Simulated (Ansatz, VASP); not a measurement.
## SiC: VASP beside Ansatz

```
Si C
1.0
    -0.01089    2.17297    2.17297
     2.17297   -0.01089    2.17297
     2.17297    2.17297   -0.01089
Si C
1 1
Direct
  0.00026 0.00026 0.00026
  0.74974 0.74974 0.74974
```

Change from the starting cell: equal xy, yz and zx engineering shears of -0.5 %.

Alike in both runs: functional PBEsol; k mesh 10 × 10 × 10; no spin polarisation.

Ansatz relaxed the structure, and its values are those at the end. VASP's run is a single point on that final structure, the one shown.

|  | VASP | Ansatz |
| --- | --- | --- |
| version | VASP 6.6.1 | Ansatz 0.2.0 |
| potentials or method | VASP PAW PBE potentials, release 64 (Si, C), cutoff 520 eV | all-electron LAPW, scalar-relativistic |
| occupations | gaussian, width 0.01 eV | fixed |

```tsv
	VASP	Ansatz	Ansatz less VASP
gap on the k mesh at the Fermi level (eV)	1.18	1.19	+0.011
pressure (GPa)	0.4	0.0	-0.41
```

VASP's potentials were made for PBE, not for PBEsol. Ansatz ran all-electron here, and VASP with PAW potentials.
